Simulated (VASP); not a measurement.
# Be2Tl (I4/mcm) in VASP: single point with PBE

Aim: the single point of Be2Tl with PBE.

Program: VASP 6.6.1. These are calculated values, not measurements. Logs are shortened: lines on timing, memory, paths and dates and some standing lists are left out, and cuts for length are marked.

## (1) The cell of the first run

Symmetry: I4/mcm, No. 140, tetragonal system. Conventional cell: a = 4.324 Å, b = 4.324 Å, c = 10.169 Å, α = 90.00°, β = 90.00°, γ = 90.00°. Within 2.8 Å of Be (site symmetry m2m) lie 5 Be at 2.15 to 2.26 Å. Within 4.0 Å of Tl (site symmetry 422) lie 16 Be at 3.00 to 3.95 Å and 4 Tl at 3.06 Å.

## (2) Single point, PBE

Input file INCAR:

```
PREC     = Accurate       # precision mode
ENCUT    = 520            # plane-wave cutoff, eV
EDIFF    = 1E-6           # SCF threshold, eV
ISMEAR   = 0              # smearing method
SIGMA    = 0.1            # smearing width, eV
LREAL    = False          # projectors in reciprocal space
LASPH    = True           # aspherical terms in the spheres
NELM     = 80             # most SCF steps
ALGO     = Fast           # electronic algorithm
ISIF     = 2              # what is computed and relaxed
LWAVE    = False          # write WAVECAR
LCHARG   = True           # write CHGCAR
GGA      = PE             # functional
LELF     = True           # ELF
LVHAR    = True         
NBANDS   = 26             # bands
```

Input file KPOINTS:

```
regular mesh
0
Gamma
  12 12 12
```

Input file POSCAR:

```
Be2Tl
1.0
   -2.1620490030      2.1620490030      5.0846489688
    2.1620490030     -2.1620490030      5.0846489688
    2.1620490030      2.1620490030     -5.0846489688
Be Tl
4 2
Direct
    0.6754533250      0.1754533250      0.8509066501
    0.1754533250      0.3245466750      0.5000000000
    0.3245466750      0.8245466750      0.1490933499
    0.8245466750      0.6754533250      0.5000000000
    0.2500000000      0.2500000000      0.0000000000
    0.7500000000      0.7500000000      0.0000000000
```

Potentials or basis: VASP PAW PBE potentials, release 64 (Be, Tl_d).

Launch:

```console
cat potpaw_PBE.64/Be/POTCAR potpaw_PBE.64/Tl_d/POTCAR > POTCAR
mpirun -np 1 vasp_std > vasp.out
```

OUTCAR:

```text
PREC = Accurate
   ENCUT = 520
   EDIFF = 1E-6
   ISMEAR = 0
   LREAL = False
   LASPH = True
   NELM = 80
   ISIF = 2
   GGA = PE

 ion  position               nearest neighbor table
   1  0.675  0.175  0.851-   3 2.15   4 2.26   2 2.26   4 2.26   2 2.26   6 3.00   5 3.00   6 3.00
                             5 3.00
   2  0.175  0.325  0.500-   4 2.15   3 2.26   1 2.26   3 2.26   1 2.26   5 3.00   6 3.00   6 3.00
                             5 3.00
   3  0.325  0.825  0.149-   1 2.15   2 2.26   4 2.26   2 2.26   4 2.26   5 3.00   6 3.00   6 3.00
                             5 3.00
   4  0.825  0.675  0.500-   2 2.15   3 2.26   1 2.26   1 2.26   3 2.26   6 3.00   5 3.00   6 3.00
                             5 3.00
   5  0.250  0.250  0.000-   1 3.00   3 3.00   2 3.00   4 3.00   2 3.00   4 3.00   3 3.00   1 3.00
                             6 3.06   6 3.06   6 3.06   6 3.06
   6  0.750  0.750  0.000-   1 3.00   3 3.00   2 3.00   4 3.00   4 3.00   2 3.00   1 3.00   3 3.00
                             5 3.06   5 3.06   5 3.06   5 3.06

  LATTYP: Found a body centered tetragonal cell.
 ALAT       =     4.3240980060
 C/A-ratio  =     2.3517732307

  Lattice vectors:

 A1 = (  -2.1620490030,   2.1620490030,   5.0846489688)
 A2 = (   2.1620490030,  -2.1620490030,   5.0846489688)
 A3 = (   2.1620490030,   2.1620490030,  -5.0846489688)

Analysis of symmetry for initial positions (statically):
=====================================================================
 Subroutine PRICEL returns:
 Original cell was already a primitive cell.

 Routine SETGRP: Setting up the symmetry group for a
 body centered tetragonal supercell.

 Subroutine GETGRP returns: Found 16 space group operations
 (whereof  8 operations were pure point group operations)
 out of a pool of 16 trial point group operations.

The static configuration has the point symmetry C_4h.
 The point group associated with its full space group is D_4h.

Analysis of symmetry for dynamics (positions and initial velocities):
=====================================================================
 Subroutine PRICEL returns:
 Original cell was already a primitive cell.

 Routine SETGRP: Setting up the symmetry group for a
 body centered tetragonal supercell.

 Subroutine GETGRP returns: Found 16 space group operations
 (whereof  8 operations were pure point group operations)
 out of a pool of 16 trial point group operations.

The dynamic configuration has the point symmetry C_4h.
 The point group associated with its full space group is D_4h.

 Subroutine INISYM returns: Found 16 space group operations
 (whereof  8 operations are pure point group operations),
 and found     1 'primitive' translations

----------------------------------------------------------------------------------------

                                     Primitive cell

  volume of cell :      95.0719

  direct lattice vectors                    reciprocal lattice vectors
    -2.162049003  2.162049003  5.084648969     0.000000000  0.231262103  0.098335205
     2.162049003 -2.162049003  5.084648969     0.231262103  0.000000000  0.098335205
     2.162049003  2.162049003 -5.084648969     0.231262103  0.231262103  0.000000000

  length of vectors
     5.933175113  5.933175113  5.933175113     0.251300563  0.251300563  0.327054003

  position of ions in fractional coordinates (direct lattice)
     0.675453325  0.175453325  0.850906650
     0.175453325  0.324546675  0.500000000
     0.324546675  0.824546675  0.149093350
     0.824546675  0.675453325  0.500000000
     0.250000000  0.250000000  0.000000000
     0.750000000  0.750000000  0.000000000

  ion indices of the primitive-cell ions
   primitive index   ion index
                 1           1
                 2           2
                 3           3
                 4           4
                 5           5
                 6           6

----------------------------------------------------------------------------------------

 KPOINTS: regular mesh

Automatic generation of k-mesh.
 Grid dimensions read from file:
 generate k-points for:   12   12   12

 Generating k-lattice:

  Cartesian coordinates                     Fractional coordinates (reciprocal lattice)
     0.000000000  0.019271842  0.008194600     0.083333333 -0.000000000  0.000000000
     0.019271842  0.000000000  0.008194600    -0.000000000  0.083333333  0.000000000
     0.019271842  0.019271842  0.000000000     0.000000000  0.000000000  0.083333333

  Length of vectors
     0.020941714  0.020941714  0.027254500

  Shift w.r.t. Gamma in fractional coordinates (k-lattice)
     0.000000000  0.000000000  0.000000000

 Subroutine IBZKPT returns following result:
 ===========================================

 Found    163 irreducible k-points:

 Following reciprocal coordinates:
            Coordinates               Weight
  0.000000  0.000000  0.000000      1.000000
  0.083333 -0.000000  0.000000      8.000000
  0.166667  0.000000  0.000000      8.000000
  0.250000 -0.000000  0.000000      8.000000
  0.333333  0.000000 -0.000000      8.000000
  0.416667 -0.000000  0.000000      8.000000
[... 16 lines left out ...]
  0.500000  0.166667  0.000000     16.000000
 -0.416667  0.166667  0.000000     16.000000
 [... further k-points ...]
   k-points           NKPTS =    163   k-points in BZ     NKDIM =    163   number of bands    NBANDS=     26
   number of dos      NEDOS =    301   number of ions     NIONS =      6
   total plane-waves  NPLWV = 110592
   dimension x,y,z NGX =    48 NGY =   48 NGZ =   48
   dimension x,y,z NGXF=    96 NGYF=   96 NGZF=   96
   ions per type =               4   2
   NGX,Y,Z   is equivalent  to a cutoff of  13.45, 13.45, 13.45 a.u.
   NGXF,Y,Z  is equivalent  to a cutoff of  26.90, 26.90, 26.90 a.u.
 SYSTEM =  unknown system
   PREC   = accura    normal or accurate (medium, high low for compatibility)
   ISTART =      0    job   : 0-new  1-cont  2-samecut
   ICHARG =      2    charge: 1-file 2-atom 10-const
   ISPIN  =      1    spin polarized calculation?
   LNONCOLLINEAR =      F non collinear calculations
   LSORBIT =      F    spin-orbit coupling
   LASPH  =      T    aspherical Exc in radial PAW
   ENCUT  =  520.0 eV  38.22 Ry    6.18 a.u.  11.03 11.03 11.03*2*pi/ulx,y,z
   NELM   =     80;   NELMIN=  2; NELMDL= -5     # of ELM steps
   EDIFF  = 0.1E-05   stopping-criterion for ELM
   LREAL  =      F    real-space projection
   EDIFFG = 0.1E-04   stopping-criterion for IOM
   NSW    =      0    number of steps for IOM
   IBRION =     -1    ionic relax: 0-MD 1-quasi-New 2-CG
   NFREE  =      0    steps in history (QN), initial steepest desc. (CG)
   ISIF   =      2    stress and relaxation
   ISYM   =      2    0-nonsym 1-usesym 2-fastsym
   POTIM  = 0.5000    time-step for ionic-motion
   TEBEG  =    0.0;   TEEND  =   0.0 temperature during run
   PSTRESS=    0.0 pullay stress
   NELECT =      34.0000    total number of electrons
   NUPDOWN=      -1.0000    fix difference up-down
   EMIN   =  10.00;   EMAX   =-10.00  energy-range for DOS
   EFERMI =   0.00;   METHOD = LEGACY
   ISMEAR =     0;   SIGMA  =   0.10  broadening in eV -4-tet -1-fermi 0-gaus
   EFERMI_NEDOS =   21; number of points for ismear=-14 and -15
   IALGO  =     68    algorithm
   IMIX   =      4    mixing-type and parameters
     AMIX     =   0.40;   BMIX     =  1.00
     AMIX_MAG =   1.60;   BMIX_MAG =  1.00
  volume/ion in A,a.u.               =      15.85       106.93
  Fermi-wavevector in a.u.,A,eV,Ry     =   1.162029  2.195917 18.372115  1.350312
  Thomas-Fermi vector in A             =   2.298595
   LORBIT       =      0    0 simple, 1 ext, 2 COOP (PROOUT), +10 PAW based schemes
   GGA     = PE    functional components
   LHFCALC =     F    Hartree Fock is set to
   AEXX    =    0.0000 exact exchange contribution
   IVDW    =     0    specifies the selected vdW correction
   LEPSILON=     F    determine dielectric tensor
   LRPA    =     F    only Hartree local field effects (RPA)
 non-spin polarized calculation
 RMM-DIIS sequential band-by-band and
 Gauss-broadening in eV      SIGMA  =   0.10
  energy-cutoff  :      520.00
  volume of cell :       95.07
 maximum number of plane-waves:      2584
 NGX is ok and might be reduce to    48
   NGX = 23   NGY = 23   NGZ = 23

 number of electron      33.9999998 magnetization

 Free energy of the ion-electron system (eV)
  ---------------------------------------------------
  ext. energy  EPLUGINS =         0.00000000
  ---------------------------------------------------
  free energy    TOTEN  =       -16.50206678 eV

  energy without entropy =      -16.49392627  energy(sigma->0) =      -16.49799652

 E-fermi :   6.0514     XC(G=0): -10.1789

 val. band max:        6.0510594128   @ k =   0.5000   0.5000   0.0833
 cond. band min:       6.0528783597   @ k =  -0.0833   0.0833   0.0833
 fundamental gap:      0.0018189469
 Fermi energy:         6.0514297985

 k-point     1 :       0.0000    0.0000    0.0000
  band No.  band energies     occupation
      1      -6.3966      2.00000
      2      -6.0778      2.00000
      3      -5.9885      2.00000
      4      -5.7334      2.00000
      5      -5.7334      2.00000
      6      -5.2520      2.00000
[... 18 lines left out ...]
     25      14.0245      0.00000
     26      14.0409      0.00000

 k-point     2 :       0.0833   -0.0000    0.0000
  band No.  band energies     occupation
      1      -6.3738      2.00000
      2      -6.0589      2.00000
      3      -5.9700      2.00000
      4      -5.7292      2.00000
      5      -5.7253      2.00000
      6      -5.2646      2.00000
[... 18 lines left out ...]
     25      13.7078      0.00000
     26      14.1602      0.00000

 k-point     3 :       0.1667    0.0000    0.0000
  band No.  band energies     occupation
      1      -6.3062      2.00000
      2      -6.0037      2.00000
      3      -5.9179      2.00000
      4      -5.7162      2.00000
      5      -5.7014      2.00000
      6      -5.3006      2.00000
[... 572 lines left out ...]
 k-point    23 :       0.5000    0.1667    0.0000
  band No.  band energies     occupation
      1      -5.8468      2.00000
      2      -5.8438      2.00000
      3      -5.6953      2.00000
      4      -5.6830      2.00000
      5      -5.5202      2.00000
      6      -5.5192      2.00000
[... 18 lines left out ...]
     25      12.8684      0.00000
     26      13.2168      0.00000

 k-point    24 :      -0.4167    0.1667    0.0000
  band No.  band energies     occupation
      1      -5.9941      2.00000
      2      -5.7385      2.00000
      3      -5.6901      2.00000
      4      -5.6278      2.00000
      5      -5.6241      2.00000
      6      -5.5179      2.00000
[... 18 lines left out ...]
     25      12.8458      0.00000
     26      13.2690      0.00000

 [... further k-points ...]
[... 5 lines left out ...]
  --------------------------------------------------------------------------------------
  -------------------------------------------------------------------------------------
  Total        0.0130464      0.0130464     -0.0147008      0.0000000      0.0000000     -0.0000000
  in kB        0.2198622      0.2198622     -0.2477412      0.0000000      0.0000000     -0.0000000
  external PRESSURE =       0.0639944 kB  Pullay stress =       0.0000000 kB

 VOLUME and BASIS-vectors are now :
 -----------------------------------------------------------------------------
  energy-cutoff  :      520.00
  volume of cell :       95.07
      direct lattice vectors                 reciprocal lattice vectors
    -2.162049003  2.162049003  5.084648969     0.000000000  0.231262103  0.098335205
     2.162049003 -2.162049003  5.084648969     0.231262103  0.000000000  0.098335205
     2.162049003  2.162049003 -5.084648969     0.231262103  0.231262103  0.000000000

 POSITION                                       TOTAL-FORCE (eV/Angst)
 -----------------------------------------------------------------------------------
      0.75868      2.92073     -0.00000         0.001947      0.001947     -0.000000
      1.40337      0.75868      0.00000        -0.001947      0.001947     -0.000000
      1.40337     -0.75868      5.08465        -0.001947     -0.001947      0.000000
      0.75868      1.40337      5.08465         0.001947     -0.001947      0.000000
      0.00000      0.00000      2.54232        -0.000000     -0.000000     -0.000000
      0.00000      0.00000      7.62697        -0.000000     -0.000000     -0.000000
 -----------------------------------------------------------------------------------
    total drift:                               -0.000000      0.000000      0.000000

  FREE ENERGIE OF THE ION-ELECTRON SYSTEM (eV)
  ---------------------------------------------------
  free  energy   TOTEN  =       -16.5020667832 eV

  energy  without entropy=      -16.4939262666  energy(sigma->0) =      -16.49799652
```

Wall time 6.5 min (1 thread of Intel Xeon 6975P-C (Granite Rapids), shared host); peak memory 0.55 GiB.

Results:

```yaml
Free_energy: -16.5021 eV
Pressure: 0.0 GPa
Band_gap_on_the_k_mesh: zero (bands 17 and 18 overlap by 3.32 eV)
```

Forces on the atoms (eV/Å):
```
Be   0.002  0.002  0.000
Be  -0.002  0.002  0.000
Be  -0.002 -0.002  0.000
Be   0.002 -0.002  0.000
Tl   0.000  0.000  0.000
Tl   0.000  0.000  0.000
```

Levels at points of the mesh, in eV from the Fermi level:
```
           k point  band 13  band 14  band 15  band 16  band 17  band 18  band 19  band 20  band 21  band 22
(0.00, 0.00, 0.00)    -3.81    -2.49    -2.13    -1.93    -0.37    -0.37    -0.02    -0.02     4.00     5.01
(0.50, 0.00, 0.00)    -4.55    -4.55    -1.27    -1.27     1.00     1.00     1.95     1.95     3.52     3.52
(0.50, 0.50, 0.00)    -5.11    -4.67    -3.80    -3.27    -1.11    -0.19    -0.15     1.64     5.31     6.20
(0.50, 0.50, 0.50)    -3.35    -2.46    -1.63    -1.63     1.56     2.48     2.60     2.60     3.92     4.29
```

Caveat: spin-orbit coupling is left out, which moves the levels of the heavy elements.
